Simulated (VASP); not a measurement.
# LiF (Fm-3m) in VASP: further runs, part 2 of 2

VASP 6.6.1. Earlier steps stand in the parts before.

## Step 3: G0W0 quasiparticle levels, r2SCAN

File POSCAR:

```
LiF
1.0
    0.0000000000      1.9948691814      1.9948691814
    1.9948691814      0.0000000000      1.9948691814
    1.9948691814      1.9948691814      0.0000000000
Li F
1 1
Direct
    0.0000000000      0.0000000000      0.0000000000
    0.5000000000      0.5000000000      0.5000000000
```

File INCAR.step1:

```
SYSTEM = LiF
PREC = Accurate
ENCUT = 500
EDIFF = 1E-8
ISMEAR = 0
SIGMA = 0.01
LREAL = .False.
LASPH = .True.
NELM = 80
ALGO = Normal
LWAVE = .True.
LCHARG = .False.
METAGGA = R2SCAN
LMIXTAU = .True.
```

File INCAR.step2:

```
SYSTEM = LiF
PREC = Accurate
ENCUT = 500
EDIFF = 1E-8
ISMEAR = 0
SIGMA = 0.01
LREAL = .False.
LASPH = .True.
NELM = 1
ALGO = Exact
LWAVE = .True.
LCHARG = .False.
METAGGA = R2SCAN
LMIXTAU = .True.
NBANDS = 63
LOPTICS = .True.
ISTART = 1
```

File INCAR.step3:

```
SYSTEM = LiF
PREC = Accurate
ENCUT = 500
EDIFF = 1E-8
ISMEAR = 0
SIGMA = 0.01
LREAL = .False.
LASPH = .True.
ALGO = EVGW0
LWAVE = .False.
LCHARG = .False.
METAGGA = R2SCAN
LMIXTAU = .True.
NELMGW = 1
NBANDS = 63
ENCUTGW = 140.0
NOMEGA = 96
PRECFOCK = Fast
ISTART = 1
NBANDSGW = 12
OMEGAMAX = 20
```

File KPOINTS:

```
Automatic mesh
0
Gamma
  6 6 6
  0 0 0
```

Potentials or basis: VASP PAW PBE potentials, release 64 (Li_GW, F_GW).

Launch:

```bash
> cat potpaw_PBE.64/Li_GW/POTCAR potpaw_PBE.64/F_GW/POTCAR > POTCAR
> cp INCAR.step1 INCAR
> mpirun -np 1 vasp_std > vasp.out
> cp INCAR.step2 INCAR
> mpirun -np 1 vasp_std > vasp.out
> cp INCAR.step3 INCAR
> mpirun -np 1 vasp_std > vasp.out
```

OUTCAR:

```text
SYSTEM = LiF
   PREC = Accurate
   ENCUT = 500
   EDIFF = 1E-8
   ISMEAR = 0
   LREAL = .False.
   LASPH = .True.
   METAGGA = R2SCAN
   NELMGW = 1
   ENCUTGW = 140.0
   PRECFOCK = Fast
   ISTART = 1

 ion  position               nearest neighbor table
   1  0.000  0.000  0.000-   2 1.99   2 1.99   2 1.99   2 1.99   2 1.99   2 1.99
   2  0.500  0.500  0.500-   1 1.99   1 1.99   1 1.99   1 1.99   1 1.99   1 1.99
[... 191 lines left out ...]
      2      -3.7214      -5.9286     -26.3434     -23.6932     -30.7460       0.8328       2.0000       0.0354
      3      -3.7214      -5.9286     -26.3434     -23.6932     -30.7460       0.8328       2.0000       0.0354
      4      -3.7214      -5.9286     -26.3434     -23.6932     -30.7460       0.8328       2.0000       0.0354
      5       6.5732       8.1415      -8.3195     -10.0726      -5.3553       0.8946       0.0000      -0.0337
      6      22.1554      23.5698      -6.2525      -7.8605      -2.6484       0.8796       0.0000      -0.0862
      7      22.1554      23.5698      -6.2525      -7.8605      -2.6484       0.8796       0.0000      -0.0862
      8      22.1554      23.5698      -6.2525      -7.8605      -2.6484       0.8796       0.0000      -0.0862
      9      22.1801      24.1006      -5.2475      -7.4476      -1.5251       0.8729       0.0000      -0.0802
     10      22.1801      24.1006      -5.2475      -7.4476      -1.5251       0.8729       0.0000      -0.0802
     11      22.1801      24.1006      -5.2475      -7.4476      -1.5251       0.8729       0.0000      -0.0802
     12      25.3057      25.9152      -5.3543      -6.0734      -1.0557       0.8475       0.0000      -0.3563
[... 228 lines left out ...]
      1     -24.2097     -27.0317     -29.0197     -25.2866     -37.4896       0.7559       2.0000       0.7923
      2      -6.3770      -9.1035     -23.1186     -19.8189     -27.3073       0.8263       2.0000       0.0396
      3      -5.3481      -7.8896     -24.3321     -21.2628     -28.6070       0.8280       2.0000       0.0386
      4      -4.6183      -7.0222     -25.3645     -22.4610     -29.7277       0.8279       2.0000       0.0380
      5      12.6168      14.8618     -10.2355     -12.8066      -7.2275       0.8732       0.0000      -0.0383
      6      13.0683      14.9064      -8.2086     -10.2854      -5.0997       0.8851       0.0000      -0.0368
      7      15.2808      17.0382      -6.3338      -8.3126      -2.9365       0.8881       0.0000      -0.0442
      8      17.4611      19.3813      -7.4087      -9.6129      -3.9658       0.8711       0.0000      -0.0443
      9      21.9960      23.6417      -6.3127      -8.2243      -2.5429       0.8609       0.0000      -0.0871
     10      29.8986      31.2793      -5.8723      -7.4593      -1.7593       0.8700       0.0000      -0.4101
     11      32.3799      34.6506      -8.0886     -10.5313      -3.8279       0.9296       0.0000      -0.7839
     12      36.7312      39.1231      -8.3249     -10.8593      -3.9596       0.9438       0.0000      -0.9402
```

OUTCAR.step2:

```text
SYSTEM = LiF
   PREC = Accurate
   ENCUT = 500
   EDIFF = 1E-8
[... 850 lines left out ...]
  --------------------------------------------------------------------------------------------------------------
     0.00000     1.94944     1.94944     1.94944     0.00000    -0.00000    -0.00000
     1.99341     1.96270     1.96270     1.96270     0.00000    -0.00000    -0.00000
     3.98681     2.00632     2.00632     2.00632     0.00000    -0.00000    -0.00000
     5.98022     2.09358     2.09358     2.09358     0.00000    -0.00000    -0.00000
     7.97363     2.26541     2.26541     2.26541     0.00000    -0.00000    -0.00000
     9.96704     2.74980     2.74980     2.74980     0.00000    -0.00000    -0.00000
[... 92 lines left out ...]
   195.35391     0.98202     0.98202     0.98202    -0.00000     0.00000    -0.00000
   197.34731     0.98243     0.98243     0.98243    -0.00000     0.00000    -0.00000
```

It took 4.8 min on 1 thread of AMD EPYC 7R43 (Zen 3), shared host; peak memory 0.24 GiB.

Results:

```yaml
Quasiparticle_gap: 14.07 eV
Least_direct_quasiparticle_gap: 14.07 eV
Band_gap_of_the_starting_levels_on_the_mesh: 10.29 eV
Least_direct_gap_of_the_starting_levels_on_the_mesh: 10.29 eV
```

Caveat: the k points lie up to 0.45 Å⁻¹ apart; bands, screening cutoff and mesh are small and nothing is extrapolated, so the quasiparticle values aren't converged.
